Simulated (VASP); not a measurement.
# Na2Sc (P-3m1) in VASP: a series of runs

The runs below take Na2Sc through single point, with r2SCAN.

Everything below comes from runs of VASP 6.6.1. Logs are shortened: lines on timing, memory, paths and dates and some standing lists are left out, and cuts for length are marked.

## (1) The cell of the first run

It takes space group P-3m1 (No. 164, trigonal). Conventional cell: a = 3.373 Å, b = 3.373 Å, c = 5.630 Å, α = 90.00°, β = 90.00°, γ = 120.00°. Na (site symmetry 3m) has 3 Sc at 2.40 Å within 3.2 Å. Sc (site symmetry -3m) has 6 Na at 2.40 Å within 3.2 Å.

## (2) Single point, r2SCAN

File POSCAR:

```
Na2Sc
1.0
    3.3730850600      0.0000000000      0.0000000000
   -1.6865425300      2.9211773500      0.0000000000
    0.0000000000      0.0000000000      5.6300470300
Na Sc
2 1
Direct
    0.3333333300      0.6666666700      0.2500000000
    0.6666666700      0.3333333300      0.7500000000
    0.0000000000      0.0000000000      0.0000000000
```

File INCAR.step1:

```
SYSTEM = Na2Sc
PREC = Accurate ; ENCUT = 520
ISMEAR = -1 ; SIGMA = 0.05
LREAL = .False. ; LASPH = .True.
NELM = 60 ; NBANDS = 20
GGA = PE ; ALGO = Normal
EDIFF = 1E-4 ; LWAVE = .True.
LCHARG = .False.
```

File INCAR.step2:

```
SYSTEM = Na2Sc
PREC = Accurate ; ENCUT = 520
EDIFF = 1E-6 ; ISMEAR = -1
SIGMA = 0.05 ; LREAL = .False.
LASPH = .True. ; NELM = 60
ALGO = Normal ; ISIF = 2
LWAVE = .False. ; LCHARG = .False.
METAGGA = R2SCAN ; LMIXTAU = .True.
NBANDS = 20 ; ISTART = 1
```

File KPOINTS:

```
Automatic mesh
0
Gamma
  12 12 7
  0 0 0
```

Potentials or basis: VASP PAW PBE potentials, release 64 (Na_pv, Sc_sv).

On the command line:

```sh
$ cat potpaw_PBE.64/Na_pv/POTCAR potpaw_PBE.64/Sc_sv/POTCAR > POTCAR
$ cp INCAR.step1 INCAR
$ mpirun -np 1 vasp_std > vasp.out
$ cp INCAR.step2 INCAR
$ mpirun -np 1 vasp_std > vasp.out
```

OUTCAR:

```text
SYSTEM = Na2Sc
   PREC = Accurate
   ENCUT = 520
   EDIFF = 1E-6
   ISMEAR = -1
   LREAL = .False.
   LASPH = .True.
   NELM = 60
   ISIF = 2
   METAGGA = R2SCAN
   ISTART = 1

 ion  position               nearest neighbor table
   1  0.333  0.667  0.250-   3 2.40   3 2.40   3 2.40
   2  0.667  0.333  0.750-   3 2.40   3 2.40   3 2.40
   3  0.000  0.000  0.000-   1 2.40   2 2.40   1 2.40   2 2.40   2 2.40   1 2.40

  LATTYP: Found a hexagonal cell.
 ALAT       =     3.3730850600
 C/A-ratio  =     1.6691091182

  Lattice vectors:

 A1 = (   3.3730850600,   0.0000000000,   0.0000000000)
 A2 = (  -1.6865425300,   2.9211773500,   0.0000000000)
 A3 = (   0.0000000000,   0.0000000000,   5.6300470300)

Analysis of symmetry for initial positions (statically):
=====================================================================
 Subroutine PRICEL returns:
 Original cell was already a primitive cell.

 Routine SETGRP: Setting up the symmetry group for a
 hexagonal supercell.

 Subroutine GETGRP returns: Found 12 space group operations
 (whereof 12 operations were pure point group operations)
 out of a pool of 24 trial point group operations.

The static configuration has the point symmetry D_3d.

Analysis of symmetry for dynamics (positions and initial velocities):
=====================================================================
 Subroutine PRICEL returns:
 Original cell was already a primitive cell.

 Routine SETGRP: Setting up the symmetry group for a
 hexagonal supercell.

 Subroutine GETGRP returns: Found 12 space group operations
 (whereof 12 operations were pure point group operations)
 out of a pool of 24 trial point group operations.

The dynamic configuration has the point symmetry D_3d.

 Subroutine INISYM returns: Found 12 space group operations
 (whereof 12 operations are pure point group operations),
 and found     1 'primitive' translations

----------------------------------------------------------------------------------------

                                     Primitive cell

  volume of cell :      55.4750

  direct lattice vectors                    reciprocal lattice vectors
     3.373085060  0.000000000  0.000000000     0.296464507  0.171163863  0.000000000
    -1.686542530  2.921177350  0.000000000     0.000000000  0.342327726  0.000000000
     0.000000000  0.000000000  5.630047030     0.000000000  0.000000000  0.177618410

  length of vectors
     3.373085060  3.373085059  5.630047030     0.342327726  0.342327726  0.177618410

  position of ions in fractional coordinates (direct lattice)
     0.333333330  0.666666670  0.250000000
     0.666666670  0.333333330  0.750000000
     0.000000000  0.000000000  0.000000000

  ion indices of the primitive-cell ions
   primitive index   ion index
                 1           1
                 2           2
                 3           3

----------------------------------------------------------------------------------------

 KPOINTS: Automatic mesh

Automatic generation of k-mesh.
 Grid dimensions read from file:
 generate k-points for:   12   12    7

 Generating k-lattice:

  Cartesian coordinates                     Fractional coordinates (reciprocal lattice)
     0.024705376  0.014263655  0.000000000     0.083333333 -0.000000000  0.000000000
     0.000000000  0.028527311  0.000000000     0.000000000  0.083333333  0.000000000
     0.000000000  0.000000000  0.025374059     0.000000000  0.000000000  0.142857143

  Length of vectors
     0.028527311  0.028527311  0.025374059

  Shift w.r.t. Gamma in fractional coordinates (k-lattice)
     0.000000000  0.000000000  0.000000000

 Subroutine IBZKPT returns following result:
 ===========================================

 Found    112 irreducible k-points:

 Following reciprocal coordinates:
            Coordinates               Weight
  0.000000  0.000000  0.000000      1.000000
  0.083333  0.000000  0.000000      6.000000
  0.166667  0.000000  0.000000      6.000000
  0.250000  0.000000  0.000000      6.000000
  0.333333  0.000000  0.000000      6.000000
  0.416667  0.000000  0.000000      6.000000
[... 16 lines left out ...]
  0.166667  0.000000  0.142857      6.000000
  0.000000  0.166667  0.142857      6.000000
 [... further k-points ...]
   k-points           NKPTS =    112   k-points in BZ     NKDIM =    112   number of bands    NBANDS=     20
   number of dos      NEDOS =    301   number of ions     NIONS =      3
   total plane-waves  NPLWV =  32928
   dimension x,y,z NGX =    28 NGY =   28 NGZ =   42
   dimension x,y,z NGXF=    56 NGYF=   56 NGZF=   84
   ions per type =               2   1
   NGX,Y,Z   is equivalent  to a cutoff of  13.80, 13.80, 12.40 a.u.
   NGXF,Y,Z  is equivalent  to a cutoff of  27.60, 27.60, 24.80 a.u.
 SYSTEM =  Na2Sc
   PREC   = accura    normal or accurate (medium, high low for compatibility)
   ISTART =      1    job   : 0-new  1-cont  2-samecut
   ICHARG =      0    charge: 1-file 2-atom 10-const
   ISPIN  =      1    spin polarized calculation?
   LNONCOLLINEAR =      F non collinear calculations
   LSORBIT =      F    spin-orbit coupling
   LASPH  =      T    aspherical Exc in radial PAW
   ENCUT  =  520.0 eV  38.22 Ry    6.18 a.u.   6.27  6.27 10.47*2*pi/ulx,y,z
   NELM   =     60;   NELMIN=  2; NELMDL=  0     # of ELM steps
   EDIFF  = 0.1E-05   stopping-criterion for ELM
   LREAL  =      F    real-space projection
   EDIFFG = 0.1E-04   stopping-criterion for IOM
   NSW    =      0    number of steps for IOM
   IBRION =     -1    ionic relax: 0-MD 1-quasi-New 2-CG
   NFREE  =      0    steps in history (QN), initial steepest desc. (CG)
   ISIF   =      2    stress and relaxation
   ISYM   =      2    0-nonsym 1-usesym 2-fastsym
   POTIM  = 0.5000    time-step for ionic-motion
   TEBEG  =    0.0;   TEEND  =   0.0 temperature during run
   PSTRESS=    0.0 pullay stress
   NELECT =      25.0000    total number of electrons
   NUPDOWN=      -1.0000    fix difference up-down
   EMIN   =  10.00;   EMAX   =-10.00  energy-range for DOS
   EFERMI =   0.00;   METHOD = LEGACY
   ISMEAR =    -1;   SIGMA  =   0.05  broadening in eV -4-tet -1-fermi 0-gaus
   EFERMI_NEDOS =   21; number of points for ismear=-14 and -15
   IALGO  =     38    algorithm
   IMIX   =      4    mixing-type and parameters
     AMIX     =   0.40;   BMIX     =  1.00
     AMIX_MAG =   1.60;   BMIX_MAG =  1.00
  volume/ion in A,a.u.               =      18.49       124.79
  Fermi-wavevector in a.u.,A,eV,Ry     =   1.255131  2.371854 21.433993  1.575354
  Thomas-Fermi vector in A             =   2.388903
   LORBIT       =      0    0 simple, 1 ext, 2 COOP (PROOUT), +10 PAW based schemes
   METAGGA = R2SCAN    functional components
   LHFCALC =     F    Hartree Fock is set to
   AEXX    =    0.0000 exact exchange contribution
   IVDW    =     0    specifies the selected vdW correction
   LEPSILON=     F    determine dielectric tensor
   LRPA    =     F    only Hartree local field effects (RPA)
 non-spin polarized calculation
  energy-cutoff  :      520.00
  volume of cell :       55.47
 maximum number of plane-waves:      1521
 NGX is ok and might be reduce to    28
   NGX = 13   NGY = 13   NGZ = 21

 number of electron      24.9999993 magnetization

 Free energy of the ion-electron system (eV)
  ---------------------------------------------------
  ext. energy  EPLUGINS =         0.00000000
  ---------------------------------------------------
  free energy    TOTEN  =       -12.60114671 eV

  energy without entropy =      -12.57157024  energy(sigma->0) =      -12.58635847

 E-fermi :   3.8768     XC(G=0): -10.0462

 val. band max:        3.8713853554   @ k =   0.3333   0.2500   0.0000
 cond. band min:       3.8805757159   @ k =   0.0833   0.0833   0.4286
 fundamental gap:      0.0091903605
 Fermi energy:         3.8768290597

 k-point     1 :       0.0000    0.0000    0.0000
  band No.  band energies     occupation
      1     -47.8250      2.00000
      2     -25.8403      2.00000
      3     -25.4662      2.00000
      4     -25.4662      2.00000
      5     -22.5366      2.00000
      6     -22.4921      2.00000
[... 12 lines left out ...]
     19      15.6391      0.00000
     20      15.6602      0.00000

 k-point     2 :       0.0833    0.0000    0.0000
  band No.  band energies     occupation
      1     -47.8231      2.00000
      2     -25.8419      2.00000
      3     -25.4889      2.00000
      4     -25.4729      2.00000
      5     -22.5297      2.00000
      6     -22.4927      2.00000
[... 12 lines left out ...]
     19      14.5115      0.00000
     20      15.3368      0.00000

 k-point     3 :       0.1667    0.0000    0.0000
  band No.  band energies     occupation
      1     -47.8179      2.00000
      2     -25.8464      2.00000
      3     -25.5500      2.00000
      4     -25.4913      2.00000
      5     -22.5171      2.00000
      6     -22.4938      2.00000
[... 12 lines left out ...]
     19      12.6164      0.00000
     20      14.7069      0.00000

 k-point     4 :       0.2500    0.0000    0.0000
  band No.  band energies     occupation
      1     -47.8108      2.00000
      2     -25.8530      2.00000
      3     -25.6314      2.00000
      4     -25.5161      2.00000
      5     -22.5156      2.00000
      6     -22.5009      2.00000
[... 12 lines left out ...]
     19      10.7984      0.00000
     20      14.0176      0.00000

 k-point     5 :       0.3333    0.0000    0.0000
  band No.  band energies     occupation
      1     -47.8036      2.00000
      2     -25.8606      2.00000
      3     -25.7097      2.00000
      4     -25.5407      2.00000
      5     -22.5365      2.00000
      6     -22.4958      2.00000
[... 12 lines left out ...]
     19       9.3304      0.00000
     20      12.8888      0.00000
[... 353 lines left out ...]
      6     -22.4934      2.00000
[... 12 lines left out ...]
     19      14.5305      0.00000
     20      15.4990      0.00000

 k-point    22 :       0.0000    0.0833    0.1429
  band No.  band energies     occupation
      1     -47.8231      2.00000
      2     -25.8419      2.00000
      3     -25.4888      2.00000
      4     -25.4729      2.00000
      5     -22.5267      2.00000
      6     -22.4924      2.00000
[... 12 lines left out ...]
     19      14.6295      0.00000
     20      15.3420      0.00000

 k-point    23 :       0.1667    0.0000    0.1429
  band No.  band energies     occupation
      1     -47.8179      2.00000
      2     -25.8464      2.00000
      3     -25.5500      2.00000
      4     -25.4913      2.00000
      5     -22.5105      2.00000
      6     -22.4951      2.00000
[... 12 lines left out ...]
     19      12.6602      0.00000
     20      14.9428      0.00000

 k-point    24 :       0.0000    0.1667    0.1429
  band No.  band energies     occupation
      1     -47.8179      2.00000
      2     -25.8464      2.00000
      3     -25.5499      2.00000
      4     -25.4912      2.00000
      5     -22.5219      2.00000
      6     -22.4949      2.00000
[... 12 lines left out ...]
     19      12.7749      0.00000
     20      14.7196      0.00000

 [... further k-points ...]

------------------------ aborting loop because EDIFF is reached ----------------------------------------

  FORCE on cell =-STRESS in cart. coord.  units (eV):
  Direction    XX          YY          ZZ          XY          YZ          ZX
  --------------------------------------------------------------------------------------
  -------------------------------------------------------------------------------------
  Total        9.6024567      9.6024567     10.0718947      0.0000000     -0.0000000      0.0000000
  in kB      277.3292653    277.3292651    290.8871386      0.0000000     -0.0000000      0.0000000
  external PRESSURE =     281.8485563 kB  Pullay stress =       0.0000000 kB

 VOLUME and BASIS-vectors are now :
 -----------------------------------------------------------------------------
  energy-cutoff  :      520.00
  volume of cell :       55.47
      direct lattice vectors                 reciprocal lattice vectors
     3.373085060  0.000000000  0.000000000     0.296464507  0.171163863  0.000000000
    -1.686542530  2.921177350  0.000000000     0.000000000  0.342327726  0.000000000
     0.000000000  0.000000000  5.630047030     0.000000000  0.000000000  0.177618410

 POSITION                                       TOTAL-FORCE (eV/Angst)
 -----------------------------------------------------------------------------------
     -0.00000      1.94745      1.40751        -0.000000     -0.000000      3.808068
      1.68654      0.97373      4.22254         0.000000      0.000000     -3.808068
      0.00000      0.00000      0.00000         0.000000      0.000000     -0.000000
 -----------------------------------------------------------------------------------
    total drift:                                0.000000      0.000000      0.000000

  FREE ENERGIE OF THE ION-ELECTRON SYSTEM (eV)
  ---------------------------------------------------
  free  energy   TOTEN  =       -12.6011467063 eV

  energy  without entropy=      -12.5715702382  energy(sigma->0) =      -12.58635847
```

It took 6.1 min on 1 thread of Intel Xeon 6975P-C (Granite Rapids), shared host; peak memory 0.27 GiB.

What came out:

```
Free energy            : -12.6011 eV
Pressure               : 28.2 GPa
Largest force          : 3.808 eV/Å
Band gap on the k mesh : zero (an odd number of electrons rules out a gap without spin polarisation)
```

Forces in eV/Å, atoms in the order of the input:
```
Na   0.000  0.000  3.808
Na   0.000  0.000 -3.808
Sc   0.000  0.000  0.000
```

Stress tensor (GPa, compression positive):
```
27.73  0.00  0.00
 0.00 27.73  0.00
 0.00  0.00 29.09
```

Caveat: the cell stands under pressure; the PAW data sets were made with another functional, which shifts forces and pressure a little.

## (3) Single point, r2SCAN

POSCAR is that of step 2.

File INCAR.step1:

```
SYSTEM = Na2Sc
PREC = Accurate
ENCUT = 520
ISMEAR = -1
SIGMA = 0.05
LREAL = .False.
LASPH = .True.
NELM = 100
NBANDS = 20
GGA = PE
ALGO = Normal
EDIFF = 1E-4
LWAVE = .True.
LCHARG = .False.
```

File INCAR.step2:

```
SYSTEM = Na2Sc
PREC = Accurate
ENCUT = 520
EDIFF = 1E-6
ISMEAR = -1
SIGMA = 0.05
LREAL = .False.
LASPH = .True.
NELM = 100
ALGO = Normal
ISIF = 2
LWAVE = .False.
LCHARG = .True.
METAGGA = R2SCAN
LMIXTAU = .True.
LELF = .True.
LVHAR = .True.
NBANDS = 20
ISTART = 1
```

File KPOINTS:

```
Automatic mesh
0
Gamma
  15 15 8
  0 0 0
```

Potentials or basis: VASP PAW PBE potentials, release 64 (Na_pv, Sc_sv).

On the command line:

```sh
$ cat potpaw_PBE.64/Na_pv/POTCAR potpaw_PBE.64/Sc_sv/POTCAR > POTCAR
$ cp INCAR.step1 INCAR
$ mpirun -np 1 vasp_std > vasp.out
$ cp INCAR.step2 INCAR
$ mpirun -np 1 vasp_std > vasp.out
```

OUTCAR:

```text
SYSTEM = Na2Sc
   PREC = Accurate
   ENCUT = 520
   EDIFF = 1E-6
   ISMEAR = -1
   LREAL = .False.
   LASPH = .True.
   NELM = 100
   ISIF = 2
   METAGGA = R2SCAN
   ISTART = 1

 ion  position               nearest neighbor table
   1  0.333  0.667  0.250-   3 2.40   3 2.40   3 2.40
   2  0.667  0.333  0.750-   3 2.40   3 2.40   3 2.40
   3  0.000  0.000  0.000-   1 2.40   2 2.40   1 2.40   2 2.40   2 2.40   1 2.40

[... 747 lines left out ...]
------------------------ aborting loop because EDIFF is reached ----------------------------------------

  FORCE on cell =-STRESS in cart. coord.  units (eV):
  Direction    XX          YY          ZZ          XY          YZ          ZX
  --------------------------------------------------------------------------------------
  -------------------------------------------------------------------------------------
  Total        9.6057450      9.6057450     10.0716312      0.0000000      0.0000000      0.0000000
  in kB      277.4242338    277.4242336    290.8795283      0.0000000      0.0000000      0.0000000
  external PRESSURE =     281.9093319 kB  Pullay stress =       0.0000000 kB

 VOLUME and BASIS-vectors are now :
 -----------------------------------------------------------------------------
  energy-cutoff  :      520.00
  volume of cell :       55.47
      direct lattice vectors                 reciprocal lattice vectors
     3.373085060  0.000000000  0.000000000     0.296464507  0.171163863  0.000000000
    -1.686542530  2.921177350  0.000000000     0.000000000  0.342327726  0.000000000
     0.000000000  0.000000000  5.630047030     0.000000000  0.000000000  0.177618410

 POSITION                                       TOTAL-FORCE (eV/Angst)
 -----------------------------------------------------------------------------------
     -0.00000      1.94745      1.40751        -0.000000     -0.000000      3.810900
      1.68654      0.97373      4.22254         0.000000      0.000000     -3.810900
      0.00000      0.00000      0.00000         0.000000      0.000000      0.000000
 -----------------------------------------------------------------------------------
    total drift:                                0.000000      0.000000      0.000000

  FREE ENERGIE OF THE ION-ELECTRON SYSTEM (eV)
  ---------------------------------------------------
  free  energy   TOTEN  =       -12.6014257272 eV

  energy  without entropy=      -12.5719578833  energy(sigma->0) =      -12.58669181
```

OUTCAR.step1:

```text
SYSTEM = Na2Sc
   PREC = Accurate
   ENCUT = 520
   ISMEAR = -1
   LREAL = .False.
   LASPH = .True.
[... 777 lines left out ...]
     -0.00000      1.94745      1.40751         0.000000      0.000000      3.981774
      1.68654      0.97373      4.22254        -0.000000     -0.000000     -3.981774
      0.00000      0.00000      0.00000         0.000000      0.000000      0.000000
 -----------------------------------------------------------------------------------
    total drift:                                0.000000      0.000000      0.000000

  FREE ENERGIE OF THE ION-ELECTRON SYSTEM (eV)
  ---------------------------------------------------
  free  energy   TOTEN  =        -2.9062760450 eV

  energy  without entropy=       -2.8729090256  energy(sigma->0) =       -2.88959254
```

It used 520 s of CPU time on 1 thread of Intel(R) Xeon(R) 6975P-C (Granite Rapids) (shared host).

Results:

```
Free energy            : -12.6014 eV
Pressure               : 28.2 GPa
Largest force          : 3.811 eV/Å
Band gap on the k mesh : zero (an odd number of electrons rules out a gap without spin polarisation)
```

Forces on the atoms (eV/Å):
```
Na   0.000  0.000  3.811
Na   0.000  0.000 -3.811
Sc   0.000  0.000  0.000
```

Caveat: the cell stands under pressure; the PAW data sets were made with another functional, which shifts forces and pressure a little.
